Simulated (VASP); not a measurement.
Here is a VASP 6.6.1 calculation.

File INCAR:

```
ALGO = Normal
EDIFF = 1E-6
ENCUT = 520
GGA = PE
ISIF = 2
ISMEAR = -1
LASPH = T
LCHARG = F
LREAL = F
LWAVE = F
NBANDS = 16
NELM = 100
PREC = Accurate
SIGMA = 0.02
```

File KPOINTS:

```
k-points
0
Gamma
  10 10 10
```

The input POSCAR:

```
Mg2SO
1.0
    1.6602769654      0.9585613529      5.4656027626
   -1.6602769654      0.9585613529      5.4656027626
    0.0000000000     -1.9171227058      5.4656027626
O S Mg
1 1 2
Direct
    1.0000000000      0.0000000000      0.0000000000
    0.5000000000      0.5000000000      0.5000000000
    0.2617922169      0.2617922169      0.2617922169
    0.7382077831      0.7382077831      0.7382077831
```

Potentials or basis: VASP PAW PBE potentials, release 64 (O, S, Mg).

Run with:

```bash
$ cat potpaw_PBE.64/O/POTCAR potpaw_PBE.64/S/POTCAR potpaw_PBE.64/Mg/POTCAR > POTCAR
$ mpirun -np 1 vasp_std > vasp.out
```

What does it give for the largest force?

0.011 eV/Å.

Estimate the band gap on the k mesh.

1.00 eV, direct.

Estimate the pressure.

3.9 GPa.

Forces in eV/Å, atoms in the order of the input:
```
O    0.000  0.000  0.000
S    0.000  0.000  0.000
Mg   0.000  0.000 -0.011
Mg   0.000  0.000  0.011
```

Caveat: the cell differs from its parent crystal (strain -0.6%). A k mesh can miss the band edges.
